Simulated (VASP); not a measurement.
Set up this calculation in VASP 6.6.1, as the native input.

```
Task                   : single point
Functional             : PBE
Potentials or basis    : VASP PAW PBE potentials, release 64 (Si, Sn_d)
Cutoff                 : 520 eV
k mesh                 : 6 × 6 × 2
Occupations            : gaussian, width 0.1 eV
Spin                   : no spin polarisation
Dipole correction      : no
Further INCAR settings : ALGO = Normal; EDIFF = 1e-06; NBANDS = 31
```

The structure of Si2Sn lies in POSCAR:

```
Si2Sn
1.0
    3.6739175418     -0.0000000035      0.0000000000
   -1.8369587679      3.1817059243      0.0000000000
    0.0000000000      0.0000000000     10.5907259288
Si Sn
4 2
Direct
    0.3333333333      0.6666666667      0.5000000000
    0.6666666667      0.3333333333      0.0000000000
    0.6666666667      0.3333333333      0.3698301696
    0.6666666667      0.3333333333      0.6301698304
    0.3333333333      0.6666666667      0.8277593856
    0.3333333333      0.6666666667      0.1722406144
```

These files were run (other wordings do the same):

INCAR

```
PREC = Accurate
ENCUT = 520
EDIFF = 1E-6
ISMEAR = 0
SIGMA = 0.1
LREAL = False
LASPH = True
NELM = 100
ALGO = Normal
ISIF = 2
LWAVE = False
LCHARG = False
GGA = PE
NBANDS = 31
```

KPOINTS

```
regular mesh
0
Gamma
  6 6 2
```

Potentials or basis: VASP PAW PBE potentials, release 64 (Si, Sn_d).

Run with:

```console
$ cat potpaw_PBE.64/Si/POTCAR potpaw_PBE.64/Sn_d/POTCAR > POTCAR
$ mpirun -np 1 vasp_std > vasp.out
```

Results of the run:

| Property | Result |
| --- | --- |
| Pressure | 0.0 GPa |
| Largest force | 0.007 eV/Å |
| Band gap on the k mesh | zero (band 22 reaches 9.96 eV, above the bottom of band 23 at 5.65 eV) |

Caveat: spin-orbit coupling is left out, which moves the levels of the heavy elements.

Wall time 42 s on 1 thread of Intel(R) Xeon(R) Platinum 8259CL CPU @ 2.50GHz (Skylake/Cascade Lake), with other jobs on the host, peak memory 0.25 GiB.
